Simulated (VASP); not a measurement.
Wanted: the native input for a VASP 6.6.1 run.

```
Task                   : relaxation of cell and atoms
Functional             : PBE
Potentials or basis    : VASP PAW PBE potentials, release 64 (In_d, As)
Cutoff                 : 600 eV
k mesh                 : 16 × 16 × 16
Occupations            : gaussian, width 0.1 eV
Spin                   : no spin polarisation
Dipole correction      : no
Further INCAR settings : ALGO = Normal; EDIFF = 1e-06; IBRION = 2; EDIFFG = -0.01; NSW = 100; ISIF = 3
```

The structure of InAs lies in POSCAR:

```
InAs
1.0
    0.0000000000      3.0933460709      3.0933460709
    3.0933460709      0.0000000000      3.0933460709
    3.0933460709      3.0933460709      0.0000000000
In As
1 1
Direct
    0.0000000000      0.0000000000      0.0000000000
    0.2500000000      0.2500000000      0.2500000000
```

These files were run (other wordings do the same):

INCAR

```
SYSTEM = InAs
ALGO = Normal
EDIFF = 1E-6
EDIFFG = -0.01
ENCUT = 600
GGA = PE
IBRION = 2
ISIF = 3
ISMEAR = 0
LASPH = .True.
LCHARG = .False.
LREAL = .False.
LWAVE = .False.
NELM = 60
NSW = 100
PREC = Accurate
SIGMA = 0.1
```

KPOINTS

```
k-points
0
Gamma
  16 16 16
  0 0 0
```

Potentials or basis: VASP PAW PBE potentials, release 64 (In_d, As).

Run with:

```console
$ cat potpaw_PBE.64/In_d/POTCAR potpaw_PBE.64/As/POTCAR > POTCAR
$ mpirun -np 1 vasp_std > vasp.out
```

Results of the run:

The relaxed volume is 29.65 Å³/atom and the relaxed cell is a = 4.377 Å, b = 4.377 Å, c = 4.377 Å, α = 60.00°, β = 60.00°, γ = 60.00°. The space group after relaxing (to 0.05 Å) is F-43m (No. 216), the energy gained by relaxing is 0.0 meV/atom and the ionic steps are 2. The pressure after relaxing is 0.0 GPa. The band gap on the k mesh is zero (filled and empty bands touch).

Caveat: spin-orbit coupling is left out, which moves the levels of the heavy elements.

Run time: 2.3 min on 1 thread of Intel(R) Xeon(R) Platinum 8375C CPU @ 2.90GHz (Ice Lake) (shared host), peak memory 0.33 GiB.
